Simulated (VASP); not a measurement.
## GaSb3: single point with LDA

Crystal: GaSb3.

```
CELL_PARAMETERS angstrom
0.00000 3.62150 3.71964
3.62150 0.00000 3.71964
3.62150 3.62150 0.00000
ATOMIC_POSITIONS crystal
Ga 0.00000 0.00000 0.00000
Sb 0.25000 0.25000 0.25000
Sb 0.75000 0.75000 0.75000
Sb 0.50000 0.50000 0.50000
```

This cell differs from its parent crystal: volume 24.392 Å^3 an atom, c/a of the conventional cell 1.0271.

```yaml
Program: VASP 6.6.1
Task: single point
Functional: LDA
Potentials_or_basis: VASP PAW LDA potentials, release 64 (Ga_d, Sb)
Cutoff: 520 eV
k_mesh: 10 × 10 × 10
Occupations: gaussian, width 0.15 eV
Spin: no spin polarisation
```

```json
{"Pressure": "-1.5 GPa", "Band gap on the k mesh": "zero (band 14 reaches 9.66 eV, above the bottom of band 15 at 5.56 eV)"}
```

Stress tensor (GPa, compression positive):
```
-1.12  0.00  0.00
 0.00 -1.12  0.00
 0.00  0.00 -2.25
```

Levels at points of the mesh, in eV from the Fermi level:
```
           k point  band 11  band 12  band 13  band 14  band 15  band 16  band 17  band 18
(0.00, 0.00, 0.00)    -2.76    -2.59    -2.58    -2.48    -2.48    -0.93    -0.66    -0.66
(0.50, 0.00, 0.00)    -3.66    -2.81    -2.71    -0.26     0.09     2.06     2.31     2.93
(0.50, 0.50, 0.00)    -5.40     0.95     1.22     1.22     1.37     2.00     2.05     2.05
(0.50, 0.00, 0.50)    -5.46     0.76     0.89     1.05     1.35     1.75     2.21     2.31
```

Wall time 2.5 min on 1 thread of AMD EPYC 9R45 (Zen 5) (shared host), peak memory 0.3 GiB.

Caveat: spin-orbit coupling is left out, which moves the levels of the heavy elements.
